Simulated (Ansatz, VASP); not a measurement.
**TePb: VASP beside Ansatz**

```xyz
2
Lattice="0.0000 3.1261 3.4387 3.1261 0.0000 3.4387 3.1261 3.1261 0.0000" Properties=species:S:1:pos:R:3 pbc="T T T"
Te    3.1261    3.1261    3.4387
Pb    0.0000    0.0000    0.0000
```

Alike in both runs: task single point; functional PBE; k mesh 8 × 8 × 8; occupations gaussian, width 0.05 eV; no spin polarisation.

|  | VASP | Ansatz |
| --- | --- | --- |
| version | VASP 6.6.1 | Ansatz 0.2.0 |
| potentials or method | VASP PAW PBE potentials, release 64 (Te, Pb_d), cutoff 520 eV | scalar-relativistic, plane waves, PAW |
| valence electrons in the cell | 20 | 30 |

|  | VASP | Ansatz | Ansatz less VASP |
| --- | --- | --- | --- |
| gap on the k mesh at the Fermi level (eV) | 0.36 | 0.36 | -0.002 |
| least direct gap on the mesh (eV) | 0.36 | 0.36 | -0.002 |
| pressure (GPa) | 3.5 | 3.5 | +0.04 |
| traceless stress, the component that is largest in VASP (GPa) | -6.70 | -6.70 | +0.005 |

VASP's potentials hold 20 valence electrons a cell and Ansatz's 30, so a difference there can come from the potentials and not from the codes.

Spin-orbit coupling is off throughout.
